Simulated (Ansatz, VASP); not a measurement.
**HfN in VASP and in Ansatz**

```xyz
2
Lattice="-0.0226 2.2477 2.2477 2.2477 -0.0226 2.2477 2.2477 2.2477 -0.0226" Properties=species:S:1:pos:R:3 pbc="T T T"
Hf    0.0000    0.0000    0.0000
N     2.2364    2.2364    2.2364
```

Change from the starting cell: equal xy, yz and zx shear strains of -1 %, crystal datasets.

Alike in both runs: task electric field gradients; functional PBEsol; k mesh 10 × 10 × 10; occupations fermi-dirac, width 0.01 eV; no spin polarisation.

|  | VASP | Ansatz |
| --- | --- | --- |
| version | VASP 6.6.1 | Ansatz 0.2.0 |
| potentials or method | VASP PAW PBE potentials, release 64 (Hf_pv, N), cutoff 520 eV | all-electron PAW with datasets made for the crystal, scalar-relativistic |

```csv
,VASP,Ansatz,Ansatz less VASP
pressure (GPa),-5.2,-3.0,+2.20
"traceless stress, the component that is largest in VASP (GPa)",0.82,0.84,+0.017
size of Vzz on the site where it differs most (V/Å²),8.8,10.0,+1.19
```

VASP's potentials were made for PBE, not for PBEsol. Ansatz ran all-electron here, and VASP with PAW potentials.

Neither program's run includes spin-orbit coupling.
